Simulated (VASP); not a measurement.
# TiAl3 (e600) (Pmm2) in VASP: single point with PBEsol

Aim: the single point of TiAl3 (e600) with PBEsol.

Program: VASP 6.6.1. These are calculated values, not measurements. Logs are shortened: lines on timing, memory, paths and dates and some standing lists are left out, and cuts for length are marked.

## Step 1: The cell of the first run

Symmetry: Pmm2, No. 25, orthorhombic system. Conventional cell: a = 2.781 Å, b = 4.671 Å, c = 4.893 Å, α = 90.00°, β = 90.00°, γ = 90.00°. Ti (site symmetry mm2) has 2 Ti at 2.78 Å and 10 Al at 2.81 to 2.84 Å within 3.7 Å. Al (site symmetry mm2) has 8 Al at 2.78 to 2.85 Å and 4 Ti at 2.81 to 2.82 Å within 3.7 Å. Within 3.7 Å of Al (site symmetry mm2) lie 8 Al at 2.78 to 2.84 Å and 4 Ti at 2.84 Å. Within 3.7 Å of Al (site symmetry mm2) lie 10 Al at 2.78 to 2.85 Å and 2 Ti at 2.82 Å.

## Step 2: Single point, PBEsol

Input file INCAR:

```
SYSTEM = TiAl3
PREC = Accurate
ENCUT = 520
EDIFF = 1E-6
ISMEAR = 0
SIGMA = 0.1
LREAL = .FALSE.
LASPH = .TRUE.
NELM = 60
ALGO = Fast
ISIF = 2
LWAVE = .FALSE.
LCHARG = .FALSE.
GGA = PS
NBANDS = 18
```

Input file KPOINTS:

```
regular mesh
0
G
  14 10 10
  0 0 0
```

Input file POSCAR:

```
TiAl3
1.0
    2.7813903654      0.0000000000      0.0000000000
    0.0000000000      4.6707686856      0.0000000000
    0.0000000000      0.0000000000      4.8925418677
Ti Al
1 3
Direct
    0.0000000000      0.5000000000      0.1631807997
    0.5000000000      0.5000000000      0.6640624234
    0.5000000000      0.0000000000      0.3330837810
    0.0000000000      0.0000000000      0.8396719959
```

Potentials or basis: VASP PAW PBE potentials, release 64 (Ti_sv, Al).

The run is started by

```
cat potpaw_PBE.64/Ti_sv/POTCAR potpaw_PBE.64/Al/POTCAR > POTCAR
mpirun -np 1 vasp_std > vasp.out
```

OUTCAR:

```text
SYSTEM = TiAl3
   PREC = Accurate
   ENCUT = 520
   EDIFF = 1E-6
   ISMEAR = 0
   LREAL = .FALSE.
   LASPH = .TRUE.
   NELM = 60
   ISIF = 2
   GGA = PS

 ion  position               nearest neighbor table
   1  0.000  0.500  0.163-   2 2.81   2 2.81   2 2.82   2 2.82   4 2.82   4 2.82   3 2.84   3 2.84
                             3 2.84   3 2.84
   2  0.500  0.500  0.664-   1 2.81   1 2.81   1 2.82   1 2.82   3 2.84   3 2.84   4 2.85   4 2.85
                             4 2.85   4 2.85
   3  0.500  0.000  0.333-   4 2.79   4 2.79   2 2.84   2 2.84   4 2.84   4 2.84   1 2.84   1 2.84
                             1 2.84   1 2.84
   4  0.000  0.000  0.840-   3 2.79   3 2.79   1 2.82   1 2.82   3 2.84   3 2.84   2 2.85   2 2.85
                             2 2.85   2 2.85

  LATTYP: Found a simple orthorhombic cell.
 ALAT       =     2.7813903654
 B/A-ratio  =     1.6792927536
 C/A-ratio  =     1.7590274017

  Lattice vectors:

 A1 = (   2.7813903654,   0.0000000000,   0.0000000000)
 A2 = (   0.0000000000,   4.6707686856,   0.0000000000)
 A3 = (   0.0000000000,   0.0000000000,   4.8925418677)

Analysis of symmetry for initial positions (statically):
=====================================================================
 Subroutine PRICEL returns:
 Original cell was already a primitive cell.

 Routine SETGRP: Setting up the symmetry group for a
 simple orthorhombic supercell.

 Subroutine GETGRP returns: Found  4 space group operations
 (whereof  4 operations were pure point group operations)
 out of a pool of  8 trial point group operations.

The static configuration has the point symmetry C_2v.

Analysis of symmetry for dynamics (positions and initial velocities):
=====================================================================
 Subroutine PRICEL returns:
 Original cell was already a primitive cell.

 Routine SETGRP: Setting up the symmetry group for a
 simple orthorhombic supercell.

 Subroutine GETGRP returns: Found  4 space group operations
 (whereof  4 operations were pure point group operations)
 out of a pool of  8 trial point group operations.

The dynamic configuration has the point symmetry C_2v.

 Subroutine INISYM returns: Found  4 space group operations
 (whereof  4 operations are pure point group operations),
 and found     1 'primitive' translations

----------------------------------------------------------------------------------------

[... 92 lines left out ...]
   LSORBIT =      F    spin-orbit coupling
   LASPH  =      T    aspherical Exc in radial PAW
   ENCUT  =  520.0 eV  38.22 Ry    6.18 a.u.   5.17  8.68  9.10*2*pi/ulx,y,z
   NELM   =     60;   NELMIN=  2; NELMDL= -5     # of ELM steps
   EDIFF  = 0.1E-05   stopping-criterion for ELM
   LREAL  =      F    real-space projection
   EDIFFG = 0.1E-04   stopping-criterion for IOM
   NSW    =      0    number of steps for IOM
   IBRION =     -1    ionic relax: 0-MD 1-quasi-New 2-CG
   NFREE  =      0    steps in history (QN), initial steepest desc. (CG)
   ISIF   =      2    stress and relaxation
   ISYM   =      2    0-nonsym 1-usesym 2-fastsym
   POTIM  = 0.5000    time-step for ionic-motion
   TEBEG  =    0.0;   TEEND  =   0.0 temperature during run
   PSTRESS=    0.0 pullay stress
   NELECT =      21.0000    total number of electrons
   NUPDOWN=      -1.0000    fix difference up-down
   EMIN   =  10.00;   EMAX   =-10.00  energy-range for DOS
   EFERMI =   0.00;   METHOD = LEGACY
   ISMEAR =     0;   SIGMA  =   0.10  broadening in eV -4-tet -1-fermi 0-gaus
   EFERMI_NEDOS =   21; number of points for ismear=-14 and -15
   IALGO  =     68    algorithm
   IMIX   =      4    mixing-type and parameters
     AMIX     =   0.40;   BMIX     =  1.00
     AMIX_MAG =   1.60;   BMIX_MAG =  1.00
  volume/ion in A,a.u.               =      15.89       107.23
  Fermi-wavevector in a.u.,A,eV,Ry     =   1.131756  2.138710 17.427330  1.280873
  Thomas-Fermi vector in A             =   2.268456
   LORBIT       =      0    0 simple, 1 ext, 2 COOP (PROOUT), +10 PAW based schemes
   GGA     = PS    functional components
   LHFCALC =     F    Hartree Fock is set to
   AEXX    =    0.0000 exact exchange contribution
   IVDW    =     0    specifies the selected vdW correction
   LEPSILON=     F    determine dielectric tensor
   LRPA    =     F    only Hartree local field effects (RPA)
 non-spin polarized calculation
 RMM-DIIS sequential band-by-band and
 Gauss-broadening in eV      SIGMA  =   0.10
  energy-cutoff  :      520.00
  volume of cell :       63.56
 maximum number of plane-waves:      1733
 NGX is ok and might be reduce to    24
   NGX = 11   NGY = 17   NGZ = 19

 number of electron      21.0000000 magnetization

 Free energy of the ion-electron system (eV)
  ---------------------------------------------------
  ext. energy  EPLUGINS =         0.00000000
  ---------------------------------------------------
  free energy    TOTEN  =       -21.60072885 eV

  energy without entropy =      -21.58811955  energy(sigma->0) =      -21.59442420

 E-fermi :   8.2159     XC(G=0): -10.8113

 val. band max:        8.2147465836   @ k =   0.1429   0.2000   0.3000
 cond. band min:       8.2210491979   @ k =   0.2143   0.3000   0.3000
 fundamental gap:      0.0063026144
 Fermi energy:         8.2159082207

 k-point     1 :       0.0000    0.0000    0.0000
  band No.  band energies     occupation
      1     -47.9781      2.00000
      2     -24.4098      2.00000
      3     -24.4094      2.00000
      4     -23.9952      2.00000
      5      -2.0262      2.00000
      6       3.0266      2.00000
[... 481 lines left out ...]
      5       2.7851      2.00000
      6       2.9161      2.00000
[... 10 lines left out ...]
     17      12.3844      0.00000
     18      12.7237      0.00000

 [... further k-points ...]
[... 5 lines left out ...]
  --------------------------------------------------------------------------------------
  -------------------------------------------------------------------------------------
  Total        0.0189295      0.0264394      0.0294441      0.0000000      0.0000000      0.0000000
  in kB        0.4771609      0.6664641      0.7422040      0.0000000      0.0000000      0.0000000
  external PRESSURE =       0.6286097 kB  Pullay stress =       0.0000000 kB

 VOLUME and BASIS-vectors are now :
 -----------------------------------------------------------------------------
  energy-cutoff  :      520.00
  volume of cell :       63.56
      direct lattice vectors                 reciprocal lattice vectors
     2.781390365  0.000000000  0.000000000     0.359532417  0.000000000  0.000000000
     0.000000000  4.670768686  0.000000000     0.000000000  0.214097522  0.000000000
     0.000000000  0.000000000  4.892541868     0.000000000  0.000000000  0.204392732

 POSITION                                       TOTAL-FORCE (eV/Angst)
 -----------------------------------------------------------------------------------
      0.00000      2.33538      0.79837         0.000000      0.000000      0.000667
      1.39070      2.33538      3.24895         0.000000      0.000000      0.000801
      1.39070      0.00000      1.62963         0.000000      0.000000      0.001029
      0.00000      0.00000      4.10813         0.000000      0.000000     -0.002496
 -----------------------------------------------------------------------------------
    total drift:                                0.000000      0.000000     -0.000076

  FREE ENERGIE OF THE ION-ELECTRON SYSTEM (eV)
  ---------------------------------------------------
  free  energy   TOTEN  =       -21.6007288543 eV

  energy  without entropy=      -21.5881195514  energy(sigma->0) =      -21.59442420
```

OSZICAR:

```text
N       E                     dE             d eps       ncg     rms          rms(c)
DAV:   1     0.131207685580E+03    0.13121E+03   -0.94905E+03 10368   0.109E+03
DAV:   2    -0.100275527311E+02   -0.14124E+03   -0.13774E+03 10458   0.297E+02
DAV:   3    -0.227196224639E+02   -0.12692E+02   -0.12483E+02 18354   0.736E+01
[... 18 lines left out ...]
RMM:  22    -0.216007228394E+02   -0.36471E-05   -0.39081E-05 13513   0.213E-02    0.101E-03
RMM:  23    -0.216007252650E+02   -0.24256E-05   -0.26397E-05 12343   0.176E-02    0.226E-03
RMM:  24    -0.216007269393E+02   -0.16744E-05   -0.18228E-05 11616   0.147E-02    0.230E-03
RMM:  25    -0.216007280705E+02   -0.11311E-05   -0.12709E-05 11160   0.129E-02    0.284E-03
RMM:  26    -0.216007288543E+02   -0.78388E-06   -0.91236E-06 11081   0.116E-02
   1 F= -.21600729E+02 E0= -.21594424E+02  d E =-.126093E-01
```

Wall time 4.9 min (1 thread of Intel Xeon Platinum 8488C (Sapphire Rapids), shared host); peak memory 0.41 GiB.

Results:

```yaml
Free_energy: -21.6007 eV
Pressure: 0.1 GPa
```

Forces on the atoms (eV/Å):
```
Ti   0.000  0.000  0.001
Al   0.000  0.000  0.001
Al   0.000  0.000  0.001
Al   0.000  0.000 -0.002
```

Levels at points of the mesh, in eV from the Fermi level:
```
           k point  band 8  band 9  band 10  band 11  band 12  band 13  band 14  band 15
(0.00, 0.00, 0.00)   -3.57   -2.70    -0.85    -0.43     2.52     2.59     2.67     2.76
(0.50, 0.00, 0.00)   -1.95   -1.74     0.45     0.66     0.81     1.44     1.65     2.33
(0.00, 0.50, 0.00)   -3.23   -2.05    -1.55    -0.19     2.45     2.53     2.70     3.11
(0.50, 0.50, 0.00)   -3.18   -1.70    -0.47    -0.25     0.83     1.17     1.38     3.45
(0.00, 0.00, 0.50)   -2.32   -2.17    -1.12    -0.33     2.30     2.43     2.60     3.21
(0.50, 0.00, 0.50)   -3.36   -1.33    -0.13    -0.12     0.61     1.28     1.99     3.37
(0.00, 0.50, 0.50)   -4.85   -0.21    -0.07     0.73     2.45     2.48     3.61     4.91
(0.50, 0.50, 0.50)   -3.21   -2.75    -2.68    -0.64    -0.18     1.09     2.15     2.40
```

Caveat: the PAW data sets were made with another functional, which shifts forces and pressure a little.
